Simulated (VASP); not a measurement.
# SrO (Fm-3m) in VASP: a series of runs, part 2 of 2

VASP 6.6.1. The steps go on from the part before.

## 5. Relaxation of cell and atoms, PBEsol

This run uses another cell than the first one, of 17.52 Å³/atom.

INCAR

```
PREC = Accurate
ENCUT = 600
EDIFF = 1E-7
ISMEAR = 0
SIGMA = 0.02
LREAL = False
LASPH = True
NELM = 80
ALGO = Normal
ISIF = 3
LWAVE = False
LCHARG = False
GGA = PS
IBRION = 2
NSW = 70
EDIFFG = -0.005
ISYM = 0
```

KPOINTS

```
Automatic mesh
0
Gamma
  8 8 8
  0.5 0.5 0.5
```

POSCAR

```
SrO
1.0
    0.0000000000      2.5973730518      2.5973730518
    2.5973730518      0.0000000000      2.5973730518
    2.5973730518      2.5973730518      0.0000000000
Sr O
1 1
Direct
    0.5000000000      0.5000000000      0.5000000000
    0.0000000000      0.0000000000      0.0000000000
```

Potentials or basis: VASP PAW PBE potentials, release 64 (Sr_sv, O).

Command:

```
$ cat potpaw_PBE.64/Sr_sv/POTCAR potpaw_PBE.64/O/POTCAR > POTCAR
$ mpirun -np 1 vasp_std > vasp.out
```

OUTCAR:

```text
PREC = Accurate
   ENCUT = 600
   EDIFF = 1E-7
   ISMEAR = 0
   LREAL = False
   LASPH = True
   NELM = 80
   ISIF = 3
   GGA = PS
   IBRION = 2
   NSW = 70
   EDIFFG = -0.005
   ISYM = 0

 ion  position               nearest neighbor table
   1  0.500  0.500  0.500-   2 2.60   2 2.60   2 2.60   2 2.60   2 2.60   2 2.60
   2  0.000  0.000  0.000-   1 2.60   1 2.60   1 2.60   1 2.60   1 2.60   1 2.60

IMPORTANT INFORMATION: All symmetrisations will be switched off!
NOSYMM: (Re-)initialisation of all symmetry stuff for point group C_1.

----------------------------------------------------------------------------------------

                                     Primitive cell

  volume of cell :      35.0456

  direct lattice vectors                    reciprocal lattice vectors
     0.000000000  2.597373052  2.597373052    -0.192502190  0.192502190  0.192502190
     2.597373052  0.000000000  2.597373052     0.192502190 -0.192502190  0.192502190
     2.597373052  2.597373052  0.000000000     0.192502190  0.192502190 -0.192502190

  length of vectors
     3.673240196  3.673240196  3.673240196     0.333423573  0.333423573  0.333423573

  position of ions in fractional coordinates (direct lattice)
     0.500000000  0.500000000  0.500000000
     0.000000000  0.000000000  0.000000000

  ion indices of the primitive-cell ions
   primitive index   ion index
                 1           1
                 2           2

----------------------------------------------------------------------------------------

 KPOINTS: Automatic mesh

Automatic generation of k-mesh.
 Grid dimensions read from file:
 generate k-points for:    8    8    8

 Generating k-lattice:

  Cartesian coordinates                     Fractional coordinates (reciprocal lattice)
    -0.024062774  0.024062774  0.024062774     0.125000000  0.000000000  0.000000000
     0.024062774 -0.024062774  0.024062774     0.000000000  0.125000000  0.000000000
     0.024062774  0.024062774 -0.024062774     0.000000000  0.000000000  0.125000000

  Length of vectors
     0.041677947  0.041677947  0.041677947

  Shift w.r.t. Gamma in fractional coordinates (k-lattice)
     0.500000000  0.500000000  0.500000000

 Subroutine IBZKPT returns following result:
 ===========================================

 Found   1024 irreducible k-points:

 Following reciprocal coordinates:
            Coordinates               Weight
  0.062500  0.062500  0.062500      2.000000
  0.062500  0.000000  0.000000      2.000000
  0.000000  0.000000 -0.062500      2.000000
  0.000000  0.062500  0.000000      2.000000
  0.187500  0.062500  0.062500      2.000000
  0.062500  0.187500  0.062500      2.000000
[... 16 lines left out ...]
  0.000000  0.250000 -0.062500      2.000000
  0.250000  0.000000 -0.062500      2.000000
 [... further k-points ...]
   k-points           NKPTS =   1024   k-points in BZ     NKDIM =   1024   number of bands    NBANDS=     12
   number of dos      NEDOS =    301   number of ions     NIONS =      2
   total plane-waves  NPLWV =  27000
   dimension x,y,z NGX =    30 NGY =   30 NGZ =   30
   dimension x,y,z NGXF=    60 NGYF=   60 NGZF=   60
   ions per type =               1   1
   NGX,Y,Z   is equivalent  to a cutoff of  13.58, 13.58, 13.58 a.u.
   NGXF,Y,Z  is equivalent  to a cutoff of  27.16, 27.16, 27.16 a.u.
 SYSTEM =  unknown system
   PREC   = accura    normal or accurate (medium, high low for compatibility)
   ISTART =      0    job   : 0-new  1-cont  2-samecut
   ICHARG =      2    charge: 1-file 2-atom 10-const
   ISPIN  =      1    spin polarized calculation?
   LNONCOLLINEAR =      F non collinear calculations
   LSORBIT =      F    spin-orbit coupling
   LASPH  =      T    aspherical Exc in radial PAW
   ENCUT  =  600.0 eV  44.10 Ry    6.64 a.u.   7.34  7.34  7.34*2*pi/ulx,y,z
   NELM   =     80;   NELMIN=  2; NELMDL= -5     # of ELM steps
   EDIFF  = 0.1E-06   stopping-criterion for ELM
   LREAL  =      F    real-space projection
   EDIFFG = -.5E-02   stopping-criterion for IOM
   NSW    =     70    number of steps for IOM
   IBRION =      2    ionic relax: 0-MD 1-quasi-New 2-CG
   NFREE  =      1    steps in history (QN), initial steepest desc. (CG)
   ISIF   =      3    stress and relaxation
   ISYM   =      0    0-nonsym 1-usesym 2-fastsym
   POTIM  = 0.5000    time-step for ionic-motion
   TEBEG  =    0.0;   TEEND  =   0.0 temperature during run
   PSTRESS=    0.0 pullay stress
   NELECT =      16.0000    total number of electrons
   NUPDOWN=      -1.0000    fix difference up-down
   EMIN   =  10.00;   EMAX   =-10.00  energy-range for DOS
   EFERMI =   0.00;   METHOD = LEGACY
   ISMEAR =     0;   SIGMA  =   0.02  broadening in eV -4-tet -1-fermi 0-gaus
   EFERMI_NEDOS =   21; number of points for ismear=-14 and -15
   IALGO  =     38    algorithm
   IMIX   =      4    mixing-type and parameters
     AMIX     =   0.40;   BMIX     =  1.00
     AMIX_MAG =   1.60;   BMIX_MAG =  1.00
  volume/ion in A,a.u.               =      17.52       118.25
  Fermi-wavevector in a.u.,A,eV,Ry     =   1.260580  2.382151 21.620509  1.589063
  Thomas-Fermi vector in A             =   2.394083
   LORBIT       =      0    0 simple, 1 ext, 2 COOP (PROOUT), +10 PAW based schemes
   GGA     = PS    functional components
   LHFCALC =     F    Hartree Fock is set to
   AEXX    =    0.0000 exact exchange contribution
   IVDW    =     0    specifies the selected vdW correction
   LEPSILON=     F    determine dielectric tensor
   LRPA    =     F    only Hartree local field effects (RPA)
 conjugate gradient relaxation of ions
 non-spin polarized calculation
 Gauss-broadening in eV      SIGMA  =   0.02
  energy-cutoff  :      600.00
  volume of cell :       35.05
 maximum number of plane-waves:      1209
 NGX is ok and might be reduce to    30
   NGX = 15   NGY = 15   NGZ = 15

--------------------------------------- Ionic step        1  -------------------------------------------

 number of electron      16.0000000 magnetization

 Free energy of the ion-electron system (eV)
  ---------------------------------------------------
  ext. energy  EPLUGINS =         0.00000000
  ---------------------------------------------------
  free energy    TOTEN  =       -12.62993400 eV

  energy without entropy =      -12.62993400  energy(sigma->0) =      -12.62993400

------------------------ aborting loop because EDIFF is reached ----------------------------------------

  FORCE on cell =-STRESS in cart. coord.  units (eV):
  Direction    XX          YY          ZZ          XY          YZ          ZX
  --------------------------------------------------------------------------------------
  -------------------------------------------------------------------------------------
  Total       -0.6856061     -0.6856060     -0.6856061      0.0000016      0.0000015      0.0000015
  in kB      -31.3438457    -31.3438395    -31.3438471      0.0000714      0.0000689      0.0000692
  external PRESSURE =     -31.3438441 kB  Pullay stress =       0.0000000 kB
[... 57 lines left out ...]
  energy  without entropy=      -12.6407589611  energy(sigma->0) =      -12.64075896

--------------------------------------- Ionic step        3  -------------------------------------------

 number of electron      15.9999997 magnetization

 Free energy of the ion-electron system (eV)
  ---------------------------------------------------
  ext. energy  EPLUGINS =         0.00000000
  ---------------------------------------------------
  free energy    TOTEN  =       -12.64261121 eV

  energy without entropy =      -12.64261121  energy(sigma->0) =      -12.64261121

 E-fermi :   1.5752     XC(G=0): -10.3049

 val. band max:        1.4603751788   @ k =   0.0625   0.0625   0.0625
 cond. band min:       4.7997375957   @ k =  -0.4375  -0.4375   0.0625
 fundamental gap:      3.3393624169
 Fermi energy:         1.5751715310

 k-point     1 :       0.0625    0.0625    0.0625
  band No.  band energies     occupation
      1     -30.6961      2.00000
      2     -13.6022      2.00000
      3     -12.3514      2.00000
      4     -12.3514      2.00000
      5     -12.2493      2.00000
      6       1.3803      2.00000
      7       1.4604      2.00000
      8       1.4604      2.00000
      9       5.5751      0.00000
     10       7.6365      0.00000
     11       7.7691      0.00000
     12       7.7691      0.00000
[... 331 lines left out ...]
 k-point    24 :       0.2500    0.0000   -0.0625
  band No.  band energies     occupation
      1     -30.6165      2.00000
      2     -14.5227      2.00000
      3     -12.4540      2.00000
      4     -12.3778      2.00000
      5     -11.5090      2.00000
      6       0.0324      2.00000
      7       0.7054      2.00000
      8       0.9512      2.00000
      9       7.4070      0.00000
     10       7.8812      0.00000
     11       8.8775      0.00000
     12       9.3887      0.00000

 [... further k-points ...]

------------------------ aborting loop because EDIFF is reached ----------------------------------------

  FORCE on cell =-STRESS in cart. coord.  units (eV):
  Direction    XX          YY          ZZ          XY          YZ          ZX
  --------------------------------------------------------------------------------------
  -------------------------------------------------------------------------------------
  Total        0.0003575      0.0003574      0.0003575      0.0000004      0.0000005      0.0000005
  in kB        0.0169503      0.0169467      0.0169512      0.0000212      0.0000228      0.0000235
  external PRESSURE =       0.0169494 kB  Pullay stress =       0.0000000 kB
[... 17 lines left out ...]
  FREE ENERGIE OF THE ION-ELECTRON SYSTEM (eV)
  ---------------------------------------------------
  free  energy   TOTEN  =       -12.6426112128 eV

  energy  without entropy=      -12.6426112128  energy(sigma->0) =      -12.64261121

 reached required accuracy - stopping structural energy minimisation
```

OSZICAR:

```text
N       E                     dE             d eps       ncg     rms          rms(c)
DAV:   1     0.721537433811E+02    0.72154E+02   -0.87866E+03 24600   0.140E+03
DAV:   2    -0.108571205598E+02   -0.83011E+02   -0.76141E+02 33804   0.256E+02
DAV:   3    -0.145111309536E+02   -0.36540E+01   -0.36320E+01 36480   0.496E+01
[... 30 lines left out ...]
DAV:   4    -0.126423499005E+02    0.57016E-03   -0.40818E-03 36852   0.482E-01    0.358E-01
DAV:   5    -0.126425668190E+02   -0.21692E-03   -0.22302E-04 36352   0.133E-01    0.114E-01
DAV:   6    -0.126426124736E+02   -0.45655E-04   -0.37013E-04 39404   0.132E-01    0.143E-02
DAV:   7    -0.126426112910E+02    0.11827E-05   -0.29581E-06 27736   0.190E-02    0.476E-03
DAV:   8    -0.126426112128E+02    0.78134E-07   -0.52841E-07 38248   0.568E-03
   3 F= -.12642611E+02 E0= -.12642611E+02  d E =-.126772E-01
```

CONTCAR:

```text
SrO
   1.00000000000000
     0.0000001405312192    2.5660248938678705    2.5660248863165802
     2.5660248878806171    0.0000001404913996    2.5660248866130089
     2.5660248901429954    2.5660248965592496    0.0000001382203950
  Sr              O
     1     1
Direct
     0.5000000007371239    0.4999999994883499    0.5000000001123994
     0.9999999992628761    0.0000000005116501    0.9999999998876006

  0.00000000E+00  0.00000000E+00  0.00000000E+00
  0.00000000E+00  0.00000000E+00  0.00000000E+00
```

It took 9.7 min on 1 thread of Intel Xeon 6975P-C (Granite Rapids), shared host; peak memory 0.7 GiB.

What came out:

- Free energy: -12.6426 eV
- Relaxed volume: 16.90 Å³/atom
- Relaxed cell: a = 3.629 Å, b = 3.629 Å, c = 3.629 Å, α = 60.00°, β = 60.00°, γ = 60.00°
- Space group after relaxing (to 0.1 Å): Fm-3m (No. 225)
- Energy gained by relaxing: 6.3 meV/atom
- Ionic steps: 3
- Pressure after relaxing: 0.0 GPa
- Band gap on the k mesh: 3.34 eV (least direct gap 3.41 eV)

Step by step:
| step | energy change (eV) | largest force (eV/Å) | pressure (GPa) | volume (Å³) |
| --- | --- | --- | --- | --- |
| 1 | 0.0000 | 0.0000 | -3.13 | 35.05 |
| 2 | -0.0108 | 0.0000 | 1.31 | 33.34 |
| 3 | -0.0127 | 0.0000 | 0.00 | 33.79 |

Final structure:
```xyz
2
Lattice="0.0000 2.5660 2.5660 2.5660 0.0000 2.5660 2.5660 2.5660 0.0000" Properties=species:S:1:pos:R:3 pbc="T T T"
Sr    2.5660    2.5660    2.5660
O     2.5660    5.1320    2.5660
```

Caveat: the PAW data sets were made with another functional, which shifts forces and pressure a little; a shifted mesh leaves out Γ, where band edges can lie. A k mesh can miss the band edges.

## 6. Overview

```csv
task,cell,k mesh,cutoff (eV),gap on the mesh (eV),pressure (GPa),relaxed volume (Å³/atom)
single point,"a = 3.622 Å, angles 60.0°, 2 atoms",8 × 8 × 8,520,3.15,0.6,-
relaxation of cell and atoms,"relaxed from a = 3.673 Å, angles 60.0°, 2 atoms",8 × 8 × 8,600,3.15,0.0,16.90
single point,"a = 3.622 Å, angles 60.0°, 2 atoms","8 × 8 × 8, shifted",520,3.34,0.6,-
relaxation of cell and atoms,"relaxed from a = 3.673 Å, angles 60.0°, 2 atoms","8 × 8 × 8, shifted",600,3.34,0.0,16.90
```

Alike in all rows: level PBEsol; potentials or basis VASP PAW PBE potentials, release 64 (Sr_sv, O); no spin polarisation; smearing gaussian 0.02 eV.

Caveats: the PAW data sets were made with another functional, which shifts forces and pressure a little; a shifted mesh leaves out Γ, where band edges can lie (at least some runs).

Total energies depend on the potentials used, so only differences within one code and one set of settings carry meaning.
